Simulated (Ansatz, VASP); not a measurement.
## One calculation of Ge, two programs

File INCAR:

```
  PREC = Accurate
  ENCUT = 520
  EDIFF = 1E-6
  ISMEAR = 0
  SIGMA = 0.15
  LREAL = F
  LASPH = T
  NELM = 100
  ALGO = Normal
  ISIF = 2
  LWAVE = F
  LCHARG = F
  GGA = PE
  NBANDS = 13
```

File KPOINTS:

```
regular mesh
0
Gamma
  20 20 18
```

The input POSCAR:

```
Ge
1.0
    1.3622202750     -2.5355031000      0.0000000000
    1.3622202750      2.5355031000      0.0000000000
    0.0000000000      0.0000000000      2.6307752250
Ge
1
Direct
    0.5000000000      0.5000000000      0.0000000000
```

Input for Ansatz:

```yaml
crystal:
  lattice:
    - [1.362220275, -2.5355031, 0.0]
    - [1.362220275, 2.5355031, 0.0]
    - [0.0, 0.0, 2.630775225]
  atoms:
    - { symbol: Ge, position: [0.5, 0.5, 0.0] }
basis:
  ecutwfc: 420
kpoints:
  mp_grid: { grid: [20, 20, 18] }
hamiltonian:
  xc: pbe
scf:
  occupations: { method: gaussian, width: 0.15 }
output:
  forces: true
  stress: true
  eigenvalues: true
```

Change from the starting cell: strain -0.025 along x and y, -0.025 along z, atoms carried along.

Alike in both runs: task single point; functional PBE; k mesh 20 × 20 × 18; occupations gaussian, width 0.15 eV; no spin polarisation.

|  | VASP | Ansatz |
| --- | --- | --- |
| version | VASP 6.6.1 | Ansatz 0.2.0 |
| potentials or method | VASP PAW PBE potentials, release 64 (Ge_d), cutoff 520 eV | scalar-relativistic, plane waves, PAW |
| valence electrons in the cell | 14 | 14 |

|  | VASP | Ansatz | Ansatz less VASP |
| --- | --- | --- | --- |
| gap on the k mesh at the Fermi level (eV) | none | none | - |
| pressure (GPa) | 4.9 | 5.1 | +0.21 |
| traceless stress, the component that is largest in VASP (GPa) | 1.50 | 1.48 | -0.017 |

A gap of «none» marks a metal or a gap that the smearing closes. The functional is the same, so the differences come from potentials, cutoffs and numerics.
